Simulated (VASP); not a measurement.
A run of VASP 6.6.1 is set up as follows.

Contents of INCAR:

```
SYSTEM = MgO
PREC = Accurate
ENCUT = 520
EDIFF = 1E-6
ISMEAR = 0
SIGMA = 0.02
LREAL = .False.
LASPH = .True.
NELM = 60
ALGO = Normal
ISIF = 2
LWAVE = .False.
LCHARG = .False.
GGA = PE
NBANDS = 21
```

KPOINTS

```
regular mesh
0
Gamma
  8 8 6
  0 0 0
```

POSCAR

```
MgO
1.0
    2.7575829852     -2.7587914254      0.0000000000
    2.7575829852      2.7587914254      0.0000000000
    0.0000000000      0.0000000000      5.6875358347
Mg O
3 3
Direct
    0.0000000000      0.0000000000      0.9980670104
    0.2431657140      0.2431657140      0.4028710464
    0.7568342860      0.7568342860      0.4028710464
    0.0000000000      0.0000000000      0.6731677490
    0.7494354036      0.2505645964      0.2615115738
    0.2505645964      0.7494354036      0.2615115738
```

Potentials or basis: VASP PAW PBE potentials, release 64 (Mg, O).

Launch:

```sh
$ cat potpaw_PBE.64/Mg/POTCAR potpaw_PBE.64/O/POTCAR > POTCAR
$ mpirun -np 1 vasp_std > vasp.out
```

Problem. Predict the pressure.

Solution. -0.3 GPa.

Problem. Predict the largest force.

Solution. 0.026 eV/Å.

Stress tensor (GPa, compression positive):
```
-0.32  0.00  0.00
 0.00 -0.32  0.00
 0.00  0.00 -0.22
```
